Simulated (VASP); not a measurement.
# GaAs (F-43m) in VASP: single point with PBE

Aim: the single point of GaAs with PBE.

All numbers are computed with VASP 6.6.1; they aren't measurements. Logs are shortened: lines on timing, memory, paths and dates and some standing lists are left out, and cuts for length are marked.

**1. The cell of the first run**

The structure is cubic, space group F-43m (No. 216). Conventional cell: a = 5.599 Å, b = 5.599 Å, c = 5.599 Å, α = 90.00°, β = 90.00°, γ = 90.00°. Within 3.2 Å of Ga (site symmetry -43m) lie 4 As at 2.42 Å. As (site symmetry -43m) has 4 Ga at 2.42 Å within 3.2 Å.

**2. Single point, PBE**

INCAR reads:

```
PREC = Accurate
ENCUT = 520
EDIFF = 1E-6
ISMEAR = -1
SIGMA = 0.1
LREAL = False
LASPH = True
NELM = 60
ALGO = Normal
ISIF = 2
LWAVE = False
LCHARG = False
GGA = PE
NBANDS = 16
```

KPOINTS reads:

```
regular mesh
0
Gamma
  6 6 6
```

POSCAR reads:

```
GaAs
1.0
    0.0000000000      2.7992580000      2.7992580000
    2.7992580000      0.0000000000      2.7992580000
    2.7992580000      2.7992580000      0.0000000000
Ga As
1 1
Direct
    0.0000000000      0.0000000000      0.0000000000
    0.2500000000      0.2500000000      0.2500000000
```

Potentials or basis: VASP PAW PBE potentials, release 64 (Ga_d, As).

The run is started by

```console
cat potpaw_PBE.64/Ga_d/POTCAR potpaw_PBE.64/As/POTCAR > POTCAR
mpirun -np 1 vasp_std > vasp.out
```

OUTCAR:

```text
PREC = Accurate
   ENCUT = 520
   EDIFF = 1E-6
   ISMEAR = -1
   LREAL = False
   LASPH = True
   NELM = 60
   ISIF = 2
   GGA = PE

 ion  position               nearest neighbor table
   1  0.000  0.000  0.000-   2 2.42   2 2.42   2 2.42   2 2.42
   2  0.250  0.250  0.250-   1 2.42   1 2.42   1 2.42   1 2.42

  LATTYP: Found a face centered cubic cell.
 ALAT       =     5.5985160000

  Lattice vectors:

 A1 = (   0.0000000000,   2.7992580000,   2.7992580000)
 A2 = (   2.7992580000,   0.0000000000,   2.7992580000)
 A3 = (   2.7992580000,   2.7992580000,   0.0000000000)

Analysis of symmetry for initial positions (statically):
=====================================================================
 Subroutine PRICEL returns:
 Original cell was already a primitive cell.

 Routine SETGRP: Setting up the symmetry group for a
 face centered cubic supercell.

 Subroutine GETGRP returns: Found 24 space group operations
 (whereof 24 operations were pure point group operations)
 out of a pool of 48 trial point group operations.

The static configuration has the point symmetry T_d .

Analysis of symmetry for dynamics (positions and initial velocities):
=====================================================================
 Subroutine PRICEL returns:
 Original cell was already a primitive cell.

 Routine SETGRP: Setting up the symmetry group for a
 face centered cubic supercell.

 Subroutine GETGRP returns: Found 24 space group operations
 (whereof 24 operations were pure point group operations)
 out of a pool of 48 trial point group operations.

The dynamic configuration has the point symmetry T_d .

 Subroutine INISYM returns: Found 24 space group operations
 (whereof 24 operations are pure point group operations),
 and found     1 'primitive' translations

----------------------------------------------------------------------------------------

                                     Primitive cell

  volume of cell :      43.8691

  direct lattice vectors                    reciprocal lattice vectors
     0.000000000  2.799258000  2.799258000    -0.178618763  0.178618763  0.178618763
     2.799258000  0.000000000  2.799258000     0.178618763 -0.178618763  0.178618763
     2.799258000  2.799258000  0.000000000     0.178618763  0.178618763 -0.178618763

  length of vectors
     3.958748628  3.958748628  3.958748628     0.309376772  0.309376772  0.309376772

[... 63 lines left out ...]
   ISTART =      0    job   : 0-new  1-cont  2-samecut
   ICHARG =      2    charge: 1-file 2-atom 10-const
   ISPIN  =      1    spin polarized calculation?
   LNONCOLLINEAR =      F non collinear calculations
   LSORBIT =      F    spin-orbit coupling
   LASPH  =      T    aspherical Exc in radial PAW
   ENCUT  =  520.0 eV  38.22 Ry    6.18 a.u.   7.36  7.36  7.36*2*pi/ulx,y,z
   NELM   =     60;   NELMIN=  2; NELMDL= -5     # of ELM steps
   EDIFF  = 0.1E-05   stopping-criterion for ELM
   LREAL  =      F    real-space projection
   EDIFFG = 0.1E-04   stopping-criterion for IOM
   NSW    =      0    number of steps for IOM
   IBRION =     -1    ionic relax: 0-MD 1-quasi-New 2-CG
   NFREE  =      0    steps in history (QN), initial steepest desc. (CG)
   ISIF   =      2    stress and relaxation
   ISYM   =      2    0-nonsym 1-usesym 2-fastsym
   POTIM  = 0.5000    time-step for ionic-motion
   TEBEG  =    0.0;   TEEND  =   0.0 temperature during run
   PSTRESS=    0.0 pullay stress
   NELECT =      18.0000    total number of electrons
   NUPDOWN=      -1.0000    fix difference up-down
   EMIN   =  10.00;   EMAX   =-10.00  energy-range for DOS
   EFERMI =   0.00;   METHOD = LEGACY
   ISMEAR =    -1;   SIGMA  =   0.10  broadening in eV -4-tet -1-fermi 0-gaus
   EFERMI_NEDOS =   21; number of points for ismear=-14 and -15
   IALGO  =     38    algorithm
   IMIX   =      4    mixing-type and parameters
     AMIX     =   0.40;   BMIX     =  1.00
     AMIX_MAG =   1.60;   BMIX_MAG =  1.00
  volume/ion in A,a.u.               =      21.93       148.02
  Fermi-wavevector in a.u.,A,eV,Ry     =   1.216502  2.298855 20.134942  1.479877
  Thomas-Fermi vector in A             =   2.351853
   LORBIT       =      0    0 simple, 1 ext, 2 COOP (PROOUT), +10 PAW based schemes
   GGA     = PE    functional components
[... 5 lines left out ...]
 non-spin polarized calculation
  energy-cutoff  :      520.00
  volume of cell :       43.87
 maximum number of plane-waves:      1243
 NGX is ok and might be reduce to    30
   NGX = 15   NGY = 15   NGZ = 15

 number of electron      18.0000014 magnetization

 Free energy of the ion-electron system (eV)
  ---------------------------------------------------
  ext. energy  EPLUGINS =         0.00000000
  ---------------------------------------------------
  free energy    TOTEN  =        -8.18921671 eV

  energy without entropy =       -8.18875709  energy(sigma->0) =       -8.18898690

 E-fermi :   4.6462     XC(G=0):  -9.7168

 val. band max:        4.2214815628   @ k =   0.0000   0.0000   0.0000
 cond. band min:       4.9641740728   @ k =   0.0000   0.0000   0.0000
 fundamental gap:      0.7426925100
 Fermi energy:         4.6462181524

 k-point     1 :       0.0000    0.0000    0.0000
  band No.  band energies     occupation
      1     -10.6524      2.00000
      2     -10.6524      2.00000
      3     -10.6524      2.00000
      4     -10.5660      2.00000
      5     -10.5660      2.00000
      6      -8.7206      2.00000
[... 281 lines left out ...]
      3     -10.6031      2.00000
      4     -10.5826      2.00000
      5     -10.5583      2.00000
      6      -6.0324      2.00000
[... 8 lines left out ...]
     15      16.6281      0.00000
     16      17.7486      0.00000

------------------------ aborting loop because EDIFF is reached ----------------------------------------

  FORCE on cell =-STRESS in cart. coord.  units (eV):
  Direction    XX          YY          ZZ          XY          YZ          ZX
  --------------------------------------------------------------------------------------
  -------------------------------------------------------------------------------------
  Total        1.6065984      1.6065984      1.6065984     -0.0000000      0.0000000     -0.0000000
  in kB       58.6758160     58.6758160     58.6758160     -0.0000000      0.0000000     -0.0000000
  external PRESSURE =      58.6758160 kB  Pullay stress =       0.0000000 kB

 VOLUME and BASIS-vectors are now :
 -----------------------------------------------------------------------------
  energy-cutoff  :      520.00
  volume of cell :       43.87
      direct lattice vectors                 reciprocal lattice vectors
     0.000000000  2.799258000  2.799258000    -0.178618763  0.178618763  0.178618763
     2.799258000  0.000000000  2.799258000     0.178618763 -0.178618763  0.178618763
     2.799258000  2.799258000  0.000000000     0.178618763  0.178618763 -0.178618763

 POSITION                                       TOTAL-FORCE (eV/Angst)
 -----------------------------------------------------------------------------------
      0.00000      0.00000      0.00000         0.000000      0.000000      0.000000
      1.39963      1.39963      1.39963        -0.000000     -0.000000     -0.000000
 -----------------------------------------------------------------------------------
    total drift:                                0.000001      0.000001      0.000001

  FREE ENERGIE OF THE ION-ELECTRON SYSTEM (eV)
  ---------------------------------------------------
  free  energy   TOTEN  =        -8.1892167120 eV

  energy  without entropy=       -8.1887570948  energy(sigma->0) =       -8.18898690
```

OSZICAR:

```text
N       E                     dE             d eps       ncg     rms          rms(c)
DAV:   1     0.859166731429E+02    0.85917E+02   -0.88383E+03   520   0.158E+03
DAV:   2    -0.143648523192E+01   -0.87353E+02   -0.82652E+02   592   0.327E+02
DAV:   3    -0.825480085569E+01   -0.68183E+01   -0.67933E+01   608   0.683E+01
DAV:   4    -0.835833561365E+01   -0.10353E+00   -0.10352E+00   640   0.917E+00
DAV:   5    -0.835975641847E+01   -0.14208E-02   -0.14208E-02   640   0.979E-01    0.300E+00
DAV:   6    -0.821008694957E+01    0.14967E+00   -0.21420E-01   800   0.823E+00    0.182E+00
DAV:   7    -0.818780358083E+01    0.22283E-01   -0.69501E-02   632   0.194E+00    0.570E-01
DAV:   8    -0.818868858659E+01   -0.88501E-03   -0.10990E-02   624   0.119E+00    0.121E-01
DAV:   9    -0.818909773142E+01   -0.40914E-03   -0.97465E-04   592   0.360E-01    0.490E-02
DAV:  10    -0.818916614476E+01   -0.68413E-04   -0.77692E-05   712   0.976E-02    0.267E-02
DAV:  11    -0.818921646010E+01   -0.50315E-04   -0.69152E-05   552   0.644E-02    0.282E-03
DAV:  12    -0.818921671203E+01   -0.25193E-06   -0.11779E-06   536   0.166E-02
   1 F= -.81892167E+01 E0= -.81889869E+01  d E =-.459617E-03
```

stdout:

```text
POSCAR found type information on POSCAR GaAs
 POSCAR found :  2 types and       2 ions
 scaLAPACK will be used
 LDA part: xc-table for (Slater+PW92), standard interpolation
 POSCAR, INCAR and KPOINTS ok, starting setup
 FFT: planning ... GRIDC
 FFT: planning ... GRID_SOFT
 FFT: planning ... GRID
 WAVECAR not read
 entering main loop
```

It took 8.7 s on 1 thread of Intel Xeon 6975P-C, shared host; peak memory 0.17 GiB.

Results:

- Free energy: -8.1892 eV
- Pressure: 5.9 GPa
- Band gap on the k mesh: 0.74 eV, direct

Levels at points of the mesh, in eV from the valence-band top:
```tsv
k point	band 6	band 7	band 8	band 9	band 10	band 11	band 12	band 13
(0.00, 0.00, 0.00)	-12.94	0.00	0.00	0.00	0.74	3.73	3.73	3.73
(0.50, 0.00, 0.00)	-11.08	-6.81	-1.19	-1.19	1.08	4.64	4.64	7.78
(0.50, 0.50, 0.00)	-10.30	-6.96	-2.79	-2.79	1.40	1.63	10.40	10.40
```

A k mesh can miss the band edges. A hybrid or GW would open this gap; PBE tends to underestimate it.
